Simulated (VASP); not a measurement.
# TaN: single point with PBE+U

TaN:

```
CELL_PARAMETERS angstrom
3.04800 0.00000 0.00000
-1.52400 2.63965 0.00000
0.00000 0.00000 4.91800
ATOMIC_POSITIONS crystal
Ta 0.00000 0.00000 0.00000
Ta 0.00000 0.00000 0.50000
N 0.33333 0.66667 0.25000
N 0.66667 0.33333 0.75000
```

```
Program             : VASP 6.6.1
Task                : single point
Functional          : PBE
Potentials or basis : VASP PAW PBE potentials, release 64 (Ta_sv_GW, N)
Cutoff              : 700 eV
k mesh              : 7 × 7 × 4
Occupations         : gaussian, width 0.05 eV
Spin                : collinear spin
Starting moments    : [0.01, -0.01, 0.0, 0.0] μB
Hubbard terms       : Ta d U = 4.0 eV, J = 0.9 eV
```

| Property | Result |
| --- | --- |
| Pressure | 71.6 GPa |
| Band gap on the k mesh | zero (filled and empty bands overlap) |
| Net moment | 0.00 μB per cell |
| Valence electrons inside the program's atomic spheres | Ta 12.00; N 3.82 |

Stress tensor (GPa, compression positive):
```
 39.65   0.00   0.00
  0.00  39.65   0.00
  0.00   0.00 135.62
```

Levels at points of the mesh, in eV from the Fermi level:
Spin up:
```
           k point  band 15  band 16  band 17  band 18  band 19  band 20  band 21  band 22
(0.00, 0.00, 0.00)    -3.92    -3.92    -3.89    -1.76    -1.76    -0.58    -0.58     2.43
(0.00, 0.00, 0.50)    -6.50    -6.50    -0.14    -0.14     0.07     0.07     0.07     0.07
```
Spin down:
| k point | band 15 | band 16 | band 17 | band 18 | band 19 | band 20 | band 21 | band 22 |
| --- | --- | --- | --- | --- | --- | --- | --- | --- |
| (0.00, 0.00, 0.00) | -3.92 | -3.92 | -3.89 | -1.76 | -1.76 | -0.58 | -0.58 | 2.43 |
| (0.00, 0.00, 0.50) | -6.50 | -6.50 | -0.14 | -0.14 | 0.07 | 0.07 | 0.07 | 0.07 |

Eigenvalues of the final occupation matrices:
| site | spin | trace | eigenvalues |
| --- | --- | --- | --- |
| site 1 d | 1 | 1.31 | 0.22 0.22 0.25 0.25 0.37 |
| site 1 d | 2 | 1.31 | 0.22 0.22 0.25 0.25 0.37 |
| site 2 d | 1 | 1.31 | 0.22 0.22 0.25 0.25 0.37 |
| site 2 d | 2 | 1.31 | 0.22 0.22 0.25 0.25 0.37 |

It took 2.1 min on 1 thread of Intel(R) Xeon(R) 6975P-C (Granite Rapids), on a shared host, peak memory 0.24 GiB.

Caveat: the stress differs along the axes, from 40 to 136 GPa; spin-orbit coupling is left out, which moves the levels of the heavy elements.
